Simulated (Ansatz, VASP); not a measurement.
**Two plane-wave programs on CoRu3**

```
Co Ru
1.0
     3.73316    0.00000    0.00000
     0.00000    3.73316    0.00000
     0.00000    0.00000    3.73316
Co Ru
1 3
Direct
  0.00000 0.00000 0.00000
  0.00000 0.50000 0.50000
  0.50000 0.00000 0.50000
  0.50000 0.50000 0.00000
```

Alike in both runs: functional PBE; k mesh 6 × 6 × 6; occupations gaussian, width 0.1 eV; no spin polarisation.

Ansatz relaxed the structure, and its values are those at the end. VASP's run is a single point on that final structure, the one shown.

```csv
,VASP,Ansatz
version,VASP 6.6.1,Ansatz 0.2.0
potentials or method,"VASP PAW PBE potentials, release 64 (Co, Ru_pv), cutoff 520 eV","scalar-relativistic, plane waves, PAW"
valence electrons in the cell,51,65
```

|  | VASP | Ansatz | Ansatz less VASP |
| --- | --- | --- | --- |
| gap on the k mesh at the Fermi level (eV) | none | none | - |
| pressure (GPa) | -0.1 | 0.1 | +0.25 |

A gap of «none» marks a metal or a gap that the smearing closes. The functional is the same, so the differences come from potentials, cutoffs and numerics. VASP's potentials hold 51 valence electrons a cell and Ansatz's 65, so a difference there can come from the potentials and not from the codes.
